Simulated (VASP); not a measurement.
# CdS (zincblende type) (F-43m) in VASP: notebook

The runs below take CdS (zincblende type) through single point, with PBE.

All numbers are computed with VASP 6.6.1; they aren't measurements. Logs are shortened: lines on timing, memory, paths and dates and some standing lists are left out, and cuts for length are marked.

## (1) The cell of the first run

The structure is cubic, space group F-43m (No. 216). Conventional cell: a = 5.361 Å, b = 5.361 Å, c = 5.361 Å, α = 90.00°, β = 90.00°, γ = 90.00°. Cd (site symmetry -43m) has 4 S at 2.32 Å within 3.1 Å. Within 3.1 Å of S (site symmetry -43m) lie 4 Cd at 2.32 Å.

## (2) Single point, PBE

INCAR

```
ALGO     = Normal         # electronic algorithm
EDIFF    = 1E-6           # SCF threshold, eV
ENCUT    = 520            # plane-wave cutoff, eV
GGA      = PE             # functional
ISIF     = 2              # what is computed and relaxed
ISMEAR   = -1             # smearing method
LASPH    = True           # aspherical terms in the spheres
LCHARG   = True           # write CHGCAR
LELF     = True           # ELF
LREAL    = False          # projectors in reciprocal space
LVHAR    = True         
LWAVE    = False          # write WAVECAR
NBANDS   = 16             # bands
NELM     = 100            # most SCF steps
PREC     = Accurate       # precision mode
SIGMA    = 0.08           # smearing width, eV
```

KPOINTS

```
k-points
0
Gamma
  12 12 12
```

POSCAR

```
CdS
1.0
    0.0000000000      2.6803990357      2.6803990357
    2.6803990357      0.0000000000      2.6803990357
    2.6803990357      2.6803990357      0.0000000000
Cd S
1 1
Direct
    0.0000000000      0.0000000000      0.0000000000
    0.2500000000      0.2500000000      0.2500000000
```

Potentials or basis: VASP PAW PBE potentials, release 64 (Cd, S).

Launch:

```
> cat potpaw_PBE.64/Cd/POTCAR potpaw_PBE.64/S/POTCAR > POTCAR
> mpirun -np 1 vasp_std > vasp.out
```

OUTCAR:

```text
EDIFF = 1E-6
   ENCUT = 520
   GGA = PE
   ISIF = 2
   ISMEAR = -1
   LASPH = True
   LREAL = False
   NELM = 100
   PREC = Accurate

 ion  position               nearest neighbor table
   1  0.000  0.000  0.000-   2 2.32   2 2.32   2 2.32   2 2.32
   2  0.250  0.250  0.250-   1 2.32   1 2.32   1 2.32   1 2.32

  LATTYP: Found a face centered cubic cell.
 ALAT       =     5.3607980714

  Lattice vectors:

 A1 = (   0.0000000000,   2.6803990357,   2.6803990357)
 A2 = (   2.6803990357,   0.0000000000,   2.6803990357)
 A3 = (   2.6803990357,   2.6803990357,   0.0000000000)

Analysis of symmetry for initial positions (statically):
=====================================================================
 Subroutine PRICEL returns:
 Original cell was already a primitive cell.

 Routine SETGRP: Setting up the symmetry group for a
 face centered cubic supercell.

 Subroutine GETGRP returns: Found 24 space group operations
 (whereof 24 operations were pure point group operations)
 out of a pool of 48 trial point group operations.

The static configuration has the point symmetry T_d .

Analysis of symmetry for dynamics (positions and initial velocities):
=====================================================================
 Subroutine PRICEL returns:
 Original cell was already a primitive cell.

 Routine SETGRP: Setting up the symmetry group for a
 face centered cubic supercell.

 Subroutine GETGRP returns: Found 24 space group operations
 (whereof 24 operations were pure point group operations)
 out of a pool of 48 trial point group operations.

The dynamic configuration has the point symmetry T_d .

 Subroutine INISYM returns: Found 24 space group operations
 (whereof 24 operations are pure point group operations),
 and found     1 'primitive' translations

----------------------------------------------------------------------------------------

                                     Primitive cell

  volume of cell :      38.5149

  direct lattice vectors                    reciprocal lattice vectors
     0.000000000  2.680399036  2.680399036    -0.186539390  0.186539390  0.186539390
     2.680399036  0.000000000  2.680399036     0.186539390 -0.186539390  0.186539390
     2.680399036  2.680399036  0.000000000     0.186539390  0.186539390 -0.186539390

  length of vectors
     3.790656669  3.790656669  3.790656669     0.323095700  0.323095700  0.323095700

  position of ions in fractional coordinates (direct lattice)
[... 77 lines left out ...]
   ENCUT  =  520.0 eV  38.22 Ry    6.18 a.u.   7.05  7.05  7.05*2*pi/ulx,y,z
   NELM   =    100;   NELMIN=  2; NELMDL= -5     # of ELM steps
   EDIFF  = 0.1E-05   stopping-criterion for ELM
   LREAL  =      F    real-space projection
   EDIFFG = 0.1E-04   stopping-criterion for IOM
   NSW    =      0    number of steps for IOM
   IBRION =     -1    ionic relax: 0-MD 1-quasi-New 2-CG
   NFREE  =      0    steps in history (QN), initial steepest desc. (CG)
   ISIF   =      2    stress and relaxation
   ISYM   =      2    0-nonsym 1-usesym 2-fastsym
   POTIM  = 0.5000    time-step for ionic-motion
   TEBEG  =    0.0;   TEEND  =   0.0 temperature during run
   PSTRESS=    0.0 pullay stress
   NELECT =      18.0000    total number of electrons
   NUPDOWN=      -1.0000    fix difference up-down
   EMIN   =  10.00;   EMAX   =-10.00  energy-range for DOS
   EFERMI =   0.00;   METHOD = LEGACY
   ISMEAR =    -1;   SIGMA  =   0.08  broadening in eV -4-tet -1-fermi 0-gaus
   EFERMI_NEDOS =   21; number of points for ismear=-14 and -15
   IALGO  =     38    algorithm
   IMIX   =      4    mixing-type and parameters
     AMIX     =   0.40;   BMIX     =  1.00
     AMIX_MAG =   1.60;   BMIX_MAG =  1.00
  volume/ion in A,a.u.               =      19.26       129.96
  Fermi-wavevector in a.u.,A,eV,Ry     =   1.270446  2.400795 21.960253  1.614033
  Thomas-Fermi vector in A             =   2.403433
   LORBIT       =      0    0 simple, 1 ext, 2 COOP (PROOUT), +10 PAW based schemes
   GGA     = PE    functional components
   LHFCALC =     F    Hartree Fock is set to
   AEXX    =    0.0000 exact exchange contribution
   IVDW    =     0    specifies the selected vdW correction
   LEPSILON=     F    determine dielectric tensor
   LRPA    =     F    only Hartree local field effects (RPA)
 non-spin polarized calculation
  energy-cutoff  :      520.00
  volume of cell :       38.51
 maximum number of plane-waves:      1056
   NGX = 15   NGY = 15   NGZ = 15

 number of electron      18.0000007 magnetization

 Free energy of the ion-electron system (eV)
  ---------------------------------------------------
  ext. energy  EPLUGINS =         0.00000000
  ---------------------------------------------------
  free energy    TOTEN  =        -5.07418047 eV

  energy without entropy =       -5.07418019  energy(sigma->0) =       -5.07418033

 E-fermi :   4.8353     XC(G=0): -10.3959

 val. band max:        3.9168674002   @ k =   0.0000   0.0000   0.0000
 cond. band min:       5.5555428812   @ k =   0.0000   0.0000   0.0000
 fundamental gap:      1.6386754810
 Fermi energy:         4.8353233440

 k-point     1 :       0.0000    0.0000    0.0000
  band No.  band energies     occupation
      1     -10.4003      2.00000
      2      -5.1965      2.00000
      3      -5.1965      2.00000
      4      -5.1965      2.00000
      5      -4.2848      2.00000
      6      -4.2848      2.00000
[... 433 lines left out ...]
      3      -4.8830      2.00000
      4      -4.3198      2.00000
      5      -4.2340      2.00000
      6      -3.5379      2.00000
[... 8 lines left out ...]
     15      16.0525      0.00000
     16      17.4296      0.00000

 [... further k-points ...]

------------------------ aborting loop because EDIFF is reached ----------------------------------------

  FORCE on cell =-STRESS in cart. coord.  units (eV):
  Direction    XX          YY          ZZ          XY          YZ          ZX
  --------------------------------------------------------------------------------------
  -------------------------------------------------------------------------------------
  Total        7.9418952      7.9418952      7.9418952      0.0000000     -0.0000000     -0.0000000
  in kB      330.3743934    330.3743934    330.3743934      0.0000000     -0.0000000     -0.0000000
  external PRESSURE =     330.3743934 kB  Pullay stress =       0.0000000 kB

 VOLUME and BASIS-vectors are now :
 -----------------------------------------------------------------------------
  energy-cutoff  :      520.00
  volume of cell :       38.51
      direct lattice vectors                 reciprocal lattice vectors
     0.000000000  2.680399036  2.680399036    -0.186539390  0.186539390  0.186539390
     2.680399036  0.000000000  2.680399036     0.186539390 -0.186539390  0.186539390
     2.680399036  2.680399036  0.000000000     0.186539390  0.186539390 -0.186539390

 POSITION                                       TOTAL-FORCE (eV/Angst)
 -----------------------------------------------------------------------------------
      0.00000      0.00000      0.00000         0.000000      0.000000      0.000000
      1.34020      1.34020      1.34020        -0.000000     -0.000000     -0.000000
 -----------------------------------------------------------------------------------
    total drift:                                0.000000      0.000000      0.000000

  FREE ENERGIE OF THE ION-ELECTRON SYSTEM (eV)
  ---------------------------------------------------
  free  energy   TOTEN  =        -5.0741804702 eV

  energy  without entropy=       -5.0741801922  energy(sigma->0) =       -5.07418033
```

OSZICAR:

```text
N       E                     dE             d eps       ncg     rms          rms(c)
DAV:   1     0.112840303904E+03    0.11284E+03   -0.96064E+03  2368   0.108E+03
DAV:   2    -0.183266497523E+01   -0.11467E+03   -0.10854E+03  2896   0.266E+02
DAV:   3    -0.563425431367E+01   -0.38016E+01   -0.37969E+01  2752   0.507E+01
DAV:   4    -0.565474064725E+01   -0.20486E-01   -0.20485E-01  2936   0.371E+00
DAV:   5    -0.565495835889E+01   -0.21771E-03   -0.21771E-03  2800   0.361E-01    0.146E+01
DAV:   6    -0.510810274536E+01    0.54686E+00   -0.78598E-01  3416   0.142E+01    0.106E+01
DAV:   7    -0.507583611678E+01    0.32267E-01   -0.32085E-01  2960   0.415E+00    0.391E+00
DAV:   8    -0.507433634094E+01    0.14998E-02   -0.35844E-02  2808   0.266E+00    0.616E-01
DAV:   9    -0.507411211892E+01    0.22422E-03   -0.40454E-03  2744   0.103E+00    0.911E-02
DAV:  10    -0.507413975772E+01   -0.27639E-04   -0.29315E-04  3032   0.276E-01    0.506E-02
DAV:  11    -0.507417867598E+01   -0.38918E-04   -0.64265E-05  2536   0.601E-02    0.145E-02
DAV:  12    -0.507418052036E+01   -0.18444E-05   -0.62983E-06  3112   0.393E-02    0.829E-03
DAV:  13    -0.507418047021E+01    0.50150E-07   -0.21643E-06  2552   0.247E-02
   1 F= -.50741805E+01 E0= -.50741803E+01  d E =-.277986E-06
```

Wall time 52 s (1 thread of Intel Xeon 8259CL, shared host); peak memory 0.18 GiB.

What came out:

```
Free energy            : -5.0742 eV
Pressure               : 33.0 GPa
Band gap on the k mesh : 1.64 eV
```

Levels at points of the mesh, in eV from the valence-band top:
```csv
k point,band 5,band 6,band 7,band 8,band 9,band 10,band 11,band 12,band 13,band 14
"(0.00, 0.00, 0.00)",-8.20,-8.20,0.00,0.00,0.00,1.64,6.29,6.29,6.29,11.77
"(0.50, 0.00, 0.00)",-8.12,-7.55,-6.25,-1.20,-1.20,3.25,6.84,6.84,8.08,11.99
"(0.50, 0.50, 0.00)",-8.02,-7.48,-5.21,-2.96,-2.96,3.00,4.36,10.51,12.24,12.27
```

Caveat: the cell stands under pressure. A k mesh can miss the band edges.

## (3) Single point, PBE

INCAR

```
ALGO = Normal ; EDIFF = 1E-6
ENCUT = 520 ; GGA = PE
ISIF = 2 ; ISMEAR = -1
LASPH = T ; LCHARG = F
LREAL = F ; LWAVE = F
NBANDS = 16 ; NELM = 60
PREC = Accurate ; SIGMA = 0.08
```

KPOINTS is that of step 2.

POSCAR

```
CdS
1.0
    0.0000000000      2.6807436753      2.6807436753
    2.6807436753      0.0000000000      2.6807436753
    2.6807436753      2.6807436753      0.0000000000
Cd S
1 1
Direct
    0.0000000000      0.0000000000      0.0000000000
    0.2500000000      0.2500000000      0.2500000000
```

Potentials or basis: VASP PAW PBE potentials, release 64 (Cd, S).

Launch:

```
> cat potpaw_PBE.64/Cd/POTCAR potpaw_PBE.64/S/POTCAR > POTCAR
> mpirun -np 1 vasp_std > vasp.out
```

OUTCAR:

```text
EDIFF = 1E-6
   ENCUT = 520
   GGA = PE
   ISIF = 2
   ISMEAR = -1
   LASPH = T
   LREAL = F
   NELM = 60
   PREC = Accurate

 ion  position               nearest neighbor table
   1  0.000  0.000  0.000-   2 2.32   2 2.32   2 2.32   2 2.32
   2  0.250  0.250  0.250-   1 2.32   1 2.32   1 2.32   1 2.32

  LATTYP: Found a face centered cubic cell.
 ALAT       =     5.3614873506

  Lattice vectors:

 A1 = (   0.0000000000,   2.6807436753,   2.6807436753)
 A2 = (   2.6807436753,   0.0000000000,   2.6807436753)
 A3 = (   2.6807436753,   2.6807436753,   0.0000000000)

Analysis of symmetry for initial positions (statically):
=====================================================================
 Subroutine PRICEL returns:
 Original cell was already a primitive cell.

 Routine SETGRP: Setting up the symmetry group for a
 face centered cubic supercell.

 Subroutine GETGRP returns: Found 24 space group operations
 (whereof 24 operations were pure point group operations)
 out of a pool of 48 trial point group operations.

The static configuration has the point symmetry T_d .

[... 156 lines left out ...]

  energy without entropy =       -5.07724474  energy(sigma->0) =       -5.07724488

 E-fermi :   4.8304     XC(G=0): -10.3939

 val. band max:        3.9122050284   @ k =   0.0000   0.0000   0.0000
 cond. band min:       5.5502713861   @ k =   0.0000   0.0000   0.0000
 fundamental gap:      1.6380663577
 Fermi energy:         4.8304062160

 k-point     1 :       0.0000    0.0000    0.0000
  band No.  band energies     occupation
      1     -10.4014      2.00000
      2      -5.1983      2.00000
      3      -5.1983      2.00000
      4      -5.1983      2.00000
      5      -4.2874      2.00000
      6      -4.2874      2.00000
[... 433 lines left out ...]
      3      -4.8850      2.00000
      4      -4.3222      2.00000
      5      -4.2366      2.00000
      6      -3.5410      2.00000
[... 8 lines left out ...]
     15      16.0474      0.00000
     16      17.4237      0.00000

 [... further k-points ...]

------------------------ aborting loop because EDIFF is reached ----------------------------------------

  FORCE on cell =-STRESS in cart. coord.  units (eV):
  Direction    XX          YY          ZZ          XY          YZ          ZX
  --------------------------------------------------------------------------------------
  -------------------------------------------------------------------------------------
  Total        7.9277490      7.9277490      7.9277490     -0.0000000     -0.0000000      0.0000000
  in kB      329.6587507    329.6587507    329.6587507     -0.0000000     -0.0000000      0.0000000
  external PRESSURE =     329.6587507 kB  Pullay stress =       0.0000000 kB

 VOLUME and BASIS-vectors are now :
 -----------------------------------------------------------------------------
  energy-cutoff  :      520.00
  volume of cell :       38.53
      direct lattice vectors                 reciprocal lattice vectors
     0.000000000  2.680743675  2.680743675    -0.186515408  0.186515408  0.186515408
     2.680743675  0.000000000  2.680743675     0.186515408 -0.186515408  0.186515408
     2.680743675  2.680743675  0.000000000     0.186515408  0.186515408 -0.186515408

 POSITION                                       TOTAL-FORCE (eV/Angst)
 -----------------------------------------------------------------------------------
      0.00000      0.00000      0.00000         0.000000      0.000000      0.000000
      1.34037      1.34037      1.34037        -0.000000     -0.000000     -0.000000
 -----------------------------------------------------------------------------------
    total drift:                                0.000000      0.000000      0.000000

  FREE ENERGIE OF THE ION-ELECTRON SYSTEM (eV)
  ---------------------------------------------------
  free  energy   TOTEN  =        -5.0772450223 eV

  energy  without entropy=       -5.0772447432  energy(sigma->0) =       -5.07724488
```

It took 55 s on 1 thread of Intel Xeon 8259CL, shared host; peak memory 0.18 GiB.

Results:

| Property | Result |
| --- | --- |
| Free energy | -5.0772 eV |
| Pressure | 33.0 GPa |
| Band gap on the k mesh | 1.64 eV |

Levels at points of the mesh, in eV from the valence-band top:
| k point | band 5 | band 6 | band 7 | band 8 | band 9 | band 10 | band 11 | band 12 | band 13 | band 14 |
| --- | --- | --- | --- | --- | --- | --- | --- | --- | --- | --- |
| (0.00, 0.00, 0.00) | -8.20 | -8.20 | 0.00 | 0.00 | 0.00 | 1.64 | 6.30 | 6.30 | 6.30 | 11.77 |
| (0.50, 0.00, 0.00) | -8.12 | -7.55 | -6.25 | -1.20 | -1.20 | 3.25 | 6.84 | 6.84 | 8.08 | 11.99 |
| (0.50, 0.50, 0.00) | -8.02 | -7.48 | -5.21 | -2.95 | -2.95 | 3.00 | 4.36 | 10.51 | 12.24 | 12.27 |

Caveat: the cell stands under pressure.
